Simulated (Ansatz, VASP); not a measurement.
# TePb: VASP beside Ansatz

```
Te Pb
1.0
     3.90724    0.00000    0.00000
     0.00000    3.90724    0.00000
     0.00000    0.00000    3.90724
Te Pb
1 1
Direct
  0.50000 0.50000 0.50000
  0.00000 0.00000 0.00000
```

Alike in both runs: functional PBEsol; k mesh 10 × 10 × 10; occupations fermi-dirac, width 0.05 eV; no spin polarisation.

Ansatz relaxed the structure, and its values are those at the end. VASP's run is a single point on that final structure, the one shown.

|  | VASP | Ansatz |
| --- | --- | --- |
| version | VASP 6.6.1 | Ansatz 0.2.0 |
| potentials or method | VASP PAW PBE potentials, release 64 (Te, Pb_d) | PAW with Ansatz's default frozen-core files, scalar-relativistic |
| plane-wave cutoff (eV) | 520 | 420 |
| valence electrons in the cell | 20 | 30 |

|  | VASP | Ansatz | Ansatz less VASP |
| --- | --- | --- | --- |
| pressure (GPa) | 0.0 | 0.0 | +0.07 |

VASP's potentials were made for PBE, not for PBEsol. VASP's potentials hold 20 valence electrons a cell and Ansatz's 30, so a difference there can come from the potentials and not from the codes.

Spin-orbit coupling is off throughout.
